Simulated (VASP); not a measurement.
Set up this calculation in VASP 6.6.1, as the native input.

| Quantity | Value |
| --- | --- |
| Task | relaxation of cell and atoms |
| Functional | PBE |
| Potentials or basis | VASP PAW PBE potentials, release 64 (Ge_d) |
| Cutoff | 600 eV |
| k mesh | 24 × 24 × 20 |
| Occupations | gaussian, width 0.1 eV |
| Spin | no spin polarisation |
| Dipole correction | no |
| Further INCAR settings | ALGO = Normal; EDIFF = 1e-06; IBRION = 2; EDIFFG = -0.01; NSW = 100; ISIF = 3 |

The structure of Ge lies in POSCAR:

```
Ge
1.0
    2.8481154929      0.0000000000      0.0000000000
   -1.4240577465      2.4665403698      0.0000000000
    0.0000000000      0.0000000000      2.8043077501
Ge
1
Direct
    0.0000000000      0.0000000000      0.5000000000
```

The cell was built from a structure type or drawn by symmetry, and may not be a known phase.

These files were run (other wordings do the same):

INCAR

```
SYSTEM = Ge
PREC     = Accurate       ! precision mode
ENCUT    = 600            ! plane-wave cutoff, eV
EDIFF    = 1E-6           ! SCF threshold, eV
ISMEAR   = 0              ! smearing method
SIGMA    = 0.1            ! smearing width, eV
LREAL    = .False.        ! projectors in reciprocal space
LASPH    = .True.         ! aspherical terms in the spheres
NELM     = 100            ! most SCF steps
ALGO     = Normal         ! electronic algorithm
ISIF     = 3              ! what is computed and relaxed
LWAVE    = .False.        ! write WAVECAR
LCHARG   = .False.        ! write CHGCAR
GGA      = PE             ! functional
IBRION   = 2              ! ionic algorithm
NSW      = 100            ! ionic steps
EDIFFG   = -0.01          ! ionic threshold
```

KPOINTS

```
regular mesh
0
Gamma
  24 24 20
  0 0 0
```

Potentials or basis: VASP PAW PBE potentials, release 64 (Ge_d).

Launch:

```sh
$ cat potpaw_PBE.64/Ge_d/POTCAR > POTCAR
$ mpirun -np 1 vasp_std > vasp.out
```

Results of the run:

```json
{"Relaxed volume": "19.35 Å³/atom", "Relaxed cell": "a = 2.880 Å, b = 2.880 Å, c = 2.694 Å, α = 90.00°, β = 90.00°, γ = 120.00°", "Space group after relaxing (to 0.1 Å)": "P6/mmm (No. 191)", "Energy gained by relaxing": "20.6 meV/atom", "Ionic steps": "10", "Pressure after relaxing": "0.0 GPa", "Band gap on the k mesh": "zero (bands 7 and 8 overlap by 10.10 eV)"}
```

It took 8 min on 1 thread of Intel Xeon 8259CL, with other jobs on the host, peak memory 0.3 GiB.
